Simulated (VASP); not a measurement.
A run of VASP 6.6.1:

The input INCAR:

```
PREC     = Accurate       # precision mode
ENCUT    = 520            # plane-wave cutoff, eV
EDIFF    = 1E-7           # SCF threshold, eV
ISMEAR   = 0              # smearing method
SIGMA    = 0.15           # smearing width, eV
LREAL    = False          # projectors in reciprocal space
LASPH    = True           # aspherical terms in the spheres
NELM     = 80             # most SCF steps
ALGO     = Fast           # electronic algorithm
ISIF     = 2              # what is computed and relaxed
LWAVE    = False          # write WAVECAR
LCHARG   = False          # write CHGCAR
GGA      = PS             # functional
NBANDS   = 12             # bands
```

KPOINTS

```
Automatic mesh
0
Gamma
  20 20 20
```

POSCAR

```
Ta
1.0
   -1.4598034852      1.6402286350      1.3941943397
    1.4598034852     -1.6402286350      1.3941943397
    1.4598034852      1.6402286350     -1.3941943397
Ta
1
Direct
    0.0000000000      0.0000000000      0.0000000000
```

Potentials or basis: VASP PAW PBE potentials, release 64 (Ta_pv).

The run is started by

```console
$ cat potpaw_PBE.64/Ta_pv/POTCAR > POTCAR
$ mpirun -np 1 vasp_std > vasp.out
```

Hardware: 1 thread of Intel(R) Xeon(R) 6975P-C (Granite Rapids), on a shared host.

Problem. Estimate the wall time of this run.

Solution. It took 64 s on 1 thread of Intel(R) Xeon(R) 6975P-C (Granite Rapids), on a shared host, peak memory 0.28 GiB. Counts: scf iterations 13, k points 1166.
